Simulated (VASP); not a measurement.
Input of a VASP 6.6.1 run:

INCAR

```
SYSTEM = CdI2
  PREC = Accurate
  ENCUT = 500
  EDIFF = 1E-6
  ISMEAR = -1
  SIGMA = 0.5
  LREAL = .FALSE.
  LASPH = .TRUE.
  NELM = 120
  ALGO = Normal
  ISIF = 2
  LWAVE = .FALSE.
  LCHARG = .FALSE.
  GGA = PS
  NBANDS = 20
  GGA_COMPAT = .FALSE.
```

File KPOINTS:

```
regular mesh
0
G
  6 6 4
  0 0 0
```

Contents of POSCAR:

```
CdI2
1.0
    4.2470087284      0.0000000000      0.0000000000
   -2.1235043642      3.6780174489      0.0000000000
    0.0000000000      0.0000000000      6.8950251473
Cd I
1 2
Direct
    0.0000000000      0.0000000000      0.0000000000
    0.3333333333      0.6666666667      0.2493934756
    0.6666666667      0.3333333333      0.7506065244
```

Potentials or basis: VASP PAW PBE potentials, release 64 (Cd, I).

Run with:

```sh
$ cat potpaw_PBE.64/Cd/POTCAR potpaw_PBE.64/I/POTCAR > POTCAR
$ mpirun -np 1 vasp_std > vasp.out
```

Task: Predict the largest force.

Result: 0.007 eV/Å.

Task: Estimate the pressure.

Result: 0.0 GPa.

Task: What does it give for the band gap on the k mesh?

Result: 2.32 eV, indirect (least direct gap 2.52 eV).

Forces in eV/Å, atoms in the order of the input:
```
Cd   0.000  0.000  0.000
I    0.000  0.000 -0.007
I    0.000  0.000  0.007
```

Caveat: the PAW data sets were made with another functional, which shifts forces and pressure a little; spin-orbit coupling is left out, which moves the levels of the heavy elements; this functional lacks dispersion, which binds the layers, so the pressure and a relaxed spacing across them are unreliable. A k mesh can miss the band edges.
